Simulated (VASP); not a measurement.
Crystal: LuZr.

```
CELL_PARAMETERS angstrom
3.37173 0.00000 0.00000
-1.68587 2.92001 0.00000
0.00000 0.00000 5.26147
ATOMIC_POSITIONS crystal
Lu 0.00000 0.00000 0.00000
Zr 0.33333 0.66667 0.50000
```

Base run:

```yaml
Program: VASP 6.6.1
Functional: PBEsol
Potentials_or_basis: VASP PAW PBE potentials, release 64 (Lu, Zr_sv)
Cutoff: 520 eV
k_mesh: 8 × 8 × 4
Occupations: fermi-dirac, width 0.02 eV
Spin: no spin polarisation
```

Its results: pressure -3.2 GPa.

Q: The run is repeated on the same cell with these changes: k mesh from 8 × 8 × 4 to 4 × 4 × 2. What comes out?

A: Pressure -2.6 GPa.

Caveats: some runs use coarse meshes; the PAW data sets were made with another functional, which shifts forces and pressure a little.
